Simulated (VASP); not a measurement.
Runs of VASP 6.6.1 on ReSb (rocksalt type). The structure is that of space group Fm-3m (No. 225), or close to it. The cells are those of the table. 

| cell | smearing | gap on the mesh (eV) | pressure (GPa) |
| --- | --- | --- | --- |
| a = 3.639 Å, angles 60.0°, 2 atoms | fermi-dirac 0.08 eV | none | 29.9 |
| a = 3.798 Å, angles 60.0°, 2 atoms | fermi-dirac 0.08 eV | none | 0.6 |
| a = 3.496 Å, angles 60.0°, 2 atoms | fermi-dirac 0.08 eV | none | (a) |
| a = 3.496 Å, angles 60.0°, 2 atoms | methfessel-paxton 0.1 eV | none | 75.0 |

Alike in all rows: task single point; level LDA; potentials or basis VASP PAW LDA potentials, release 64 (Re, Sb); no spin polarisation; k mesh 12 × 12 × 12; cutoff (eV) 520.

**Question.** Estimate the missing entries.

**Answer.** (a) 75.3.

Caveats: spin-orbit coupling is left out, which moves the levels of the heavy elements; the cell stands under pressure (at least some runs).

A k mesh can miss the band edges, and the runs leave out spin-orbit coupling on Re, Sb.

A gap of «none» marks levels without a gap at the run's occupations.
